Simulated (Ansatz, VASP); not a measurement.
# BeGa2C2: VASP beside Ansatz

```
Be Ga C
1.0
     1.64098   -2.41315    0.00000
     1.64098    2.41315    0.00000
     0.00000    0.00000    8.39700
Be Ga C
1 2 2
Direct
  0.50000 0.50000 0.00000
  0.00000 0.00000 0.67269
  0.00000 0.00000 0.32731
  0.00000 0.00000 0.07978
  0.00000 0.00000 0.92022
```

Alike in both runs: functional PBE; k mesh 14 × 14 × 6; occupations gaussian, width 0.1 eV; no spin polarisation.

Ansatz relaxed the structure, and its values are those at the end. VASP's run is a single point on that final structure, the one shown.

|  | VASP | Ansatz |
| --- | --- | --- |
| version | VASP 6.6.1 | Ansatz 0.2.0 |
| potentials or method | VASP PAW PBE potentials, release 64 (Be, Ga_d, C_h), cutoff 910 eV | scalar-relativistic, plane waves, PAW |
| valence electrons in the cell | 36 | 36 |

Ansatz gave:

| Property | Result |
| --- | --- |
| gap on the k mesh at the Fermi level (eV) | none |
| rms of the force components (eV/Å) | 0.001 |

Task: What did VASP give for the same quantities?

Result: gap on the k mesh at the Fermi level (eV): none; rms of the force components (eV/Å): 0.006.

A gap of «none» marks a metal or a gap that the smearing closes. The functional is the same, so the differences come from potentials, cutoffs and numerics.

Noted on VASP's run: the cutoff is short for stress, so the pressure is rough.
